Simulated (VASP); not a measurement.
A run of VASP 6.6.1:

The input INCAR:

```
  PREC = Accurate
  ENCUT = 520
  EDIFF = 1E-7
  ISMEAR = -1
  SIGMA = 0.02
  LREAL = Auto
  LASPH = T
  NELM = 60
  ALGO = Normal
  ISIF = 2
  LWAVE = F
  LCHARG = F
  GGA = PE
  NELECT = 536.0
  NBANDS = 306
```

KPOINTS

```
regular mesh
0
Gamma
  1 1 1
```

The input POSCAR:

```
Zr32CN30
1.0
    9.2200000000      0.0000000000      0.0000000000
    0.0000000000      9.2200000000      0.0000000000
    0.0000000000      0.0000000000      9.2200000000
Zr N C
32 30 1
Direct
    0.5000891540     -0.0019780911      0.0010418655
    0.7491701735      0.2496774403      0.0002985900
    0.7459136659     -0.0053258134      0.2541373102
    0.0006401302     -0.0018815618      0.0004132321
    0.2508588937      0.2496724512      0.0004740781
    0.5000816703      0.5013430586      0.0010473970
    0.7481661605      0.7496682213      0.0014400217
    0.2536831887     -0.0052620390      0.2534894794
    0.4999522777      0.2496649675      0.2510122560
    0.7459032538      0.5046811280      0.2541488069
    0.5002793926     -0.0058093275      0.5000469631
    0.7486712581      0.2496520607      0.4998277657
    0.7451937093     -0.0058513015      0.7449818872
    0.0006409978      0.5012208243      0.0004074837
    0.2513774403      0.7496700651      0.0036719089
    0.0007022777      0.2496882863      0.2506510846
    0.2537021692      0.5046355748      0.2534976139
    0.4999215835      0.7496906725      0.2530030369
    0.0012288503     -0.0019777657      0.4998804772
    0.2512693059      0.2496492408      0.4997925163
    0.5002592191      0.5052087852      0.5000403471
    0.7424959870      0.7496940347      0.4997002169
    0.2543985900     -0.0053906725      0.7456702820
    0.5000379610      0.2496396963      0.7484061822
    0.7451583514      0.5052124729      0.7449624729
    0.0038639913      0.7496668113      0.2511123644
    0.0012158351      0.5013672451      0.4998836226
    0.2533189805      0.7497133406      0.4997059653
    0.0004996746      0.2496865510      0.7489644252
    0.2544351410      0.5047399132      0.7456418655
    0.4999312364      0.7496885033      0.7422337310
    0.0015877440      0.7496546638      0.7479395879
    0.7493668113      0.2496691974      0.2505261388
   -0.0009786334      0.4995275488      0.2508146421
   -0.0001105206      0.2496684382      0.5002734273
    0.2505967462      0.2496836226      0.2503545553
    0.5005563991      0.4956661605      0.2473036876
    0.7547155098      0.7496739696      0.2468604121
   -0.0009669197     -0.0001773319      0.2508327549
    0.5006386117      0.2496996746      0.5004478308
    0.7542824295      0.4958669197      0.4994298265
   -0.0023304772      0.7496856833      0.5011604121
    0.7495213666      0.2496693059      0.7492955531
   -0.0000130152      0.5002478308      0.7492542299
    0.0000304772      0.2496591106     -0.0001971800
    0.5005557484      0.0036736443      0.2473226681
    0.2474760304      0.4956319957      0.5003178959
    0.7542582430      0.0034407809      0.4994341649
    0.2507216920      0.2496646421      0.7491870933
    0.4996888286      0.4958695228      0.7540981562
    0.7550416486      0.7496751627      0.7548418655
   -0.0000111714     -0.0008959870      0.7492480477
    0.5003832972      0.2496636659     -0.0003449024
    0.7494835141      0.5002658351     -0.0002288503
   -0.0012376356      0.7496565076     -0.0014732104
    0.2474665944      0.0036767896      0.5003226681
    0.2469821041      0.7496711497      0.7545364425
    0.4996998915      0.0034476139      0.7540929501
    0.2510341649      0.4995118221     -0.0011924078
    0.5013332972      0.7496637744     -0.0026650759
    0.7494758134     -0.0009196312     -0.0002272234
    0.2510413232     -0.0001557484     -0.0011981562
    0.2492345987      0.7496899132      0.2490016269
```

Potentials or basis: VASP PAW PBE potentials, release 64 (Zr_sv, N, C).

Launch:

```console
$ cat potpaw_PBE.64/Zr_sv/POTCAR potpaw_PBE.64/N/POTCAR potpaw_PBE.64/C/POTCAR > POTCAR
$ mpirun -np 1 vasp_gam > vasp.out
```

Hardware: 1 thread of Intel(R) Xeon(R) Platinum 8259CL CPU @ 2.50GHz (Skylake/Cascade Lake) (shared host).

How long does it take, and how much memory?

Wall time 10 min on 1 thread of Intel(R) Xeon(R) Platinum 8259CL CPU @ 2.50GHz (Skylake/Cascade Lake), on a shared host, peak memory 0.73 GiB. Counts: scf iterations 20, k points 1.
